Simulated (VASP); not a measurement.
Wanted: the native input for a VASP 6.6.1 run.

```yaml
Task: single point
Functional: LDA
Potentials_or_basis: VASP PAW LDA potentials, release 64 (Sr_sv, O)
Cutoff: 520 eV
k_mesh: 7 × 7 × 7
Occupations: fermi-dirac, width 0.05 eV
Spin: non-collinear spin, zero start, spin-orbit coupling
Starting_moments: "[[0.0, 0.0, 0.0], [0.0, 0.0, 0.0]] μB"
Dipole_correction: no
Further_INCAR_settings: ALGO = Normal; EDIFF = 1e-07; NBANDS = 28
```

The structure of SrO lies in POSCAR:

```
SrO
1.0
    0.0000000000      2.5663000000      2.5663000000
    2.5663000000      0.0000000000      2.5663000000
    2.5663000000      2.5663000000      0.0000000000
Sr O
1 1
Direct
    0.5000000000      0.5000000000      0.5000000000
    0.0000000000      0.0000000000      0.0000000000
```

These files were run (other wordings do the same):

INCAR

```
SYSTEM = SrO
PREC     = Accurate       ! precision mode
ENCUT    = 520            ! plane-wave cutoff, eV
EDIFF    = 1E-7           ! SCF threshold, eV
ISMEAR   = -1             ! smearing method
SIGMA    = 0.05           ! smearing width, eV
LREAL    = .FALSE.        ! projectors in reciprocal space
LASPH    = .TRUE.         ! aspherical terms in the spheres
NELM     = 150            ! most SCF steps
ALGO     = Normal         ! electronic algorithm
ISIF     = 2              ! what is computed and relaxed
LWAVE    = .FALSE.        ! write WAVECAR
LCHARG   = .FALSE.        ! write CHGCAR
MAGMOM   = 0 0 0 0 0 0    ! initial moments
LORBIT   = 11             ! projections on sites
LSORBIT  = .TRUE.         ! spin-orbit coupling
GGA_COMPAT= .FALSE.      
LORBMOM  = .TRUE.       
NBANDS   = 28             ! bands
```

KPOINTS

```
Automatic mesh
0
G
  7 7 7
  0 0 0
```

Potentials or basis: VASP PAW LDA potentials, release 64 (Sr_sv, O).

Command:

```sh
$ cat potpaw_LDA.64/Sr_sv/POTCAR potpaw_LDA.64/O/POTCAR > POTCAR
$ mpirun -np 1 vasp_ncl > vasp.out
```

It gave:

| Quantity | Value |
| --- | --- |
| Pressure | -3.1 GPa |
| Net moment | 0.00 μB per cell |
| Valence electrons inside the program's atomic spheres | Sr 8.12; O 4.94 |

Caveat: the cell stands under tension.

Wall time 55 s on 1 thread of AMD EPYC 7R43 64-Core Processor (Zen 3), with other jobs on the host, peak memory 0.18 GiB.
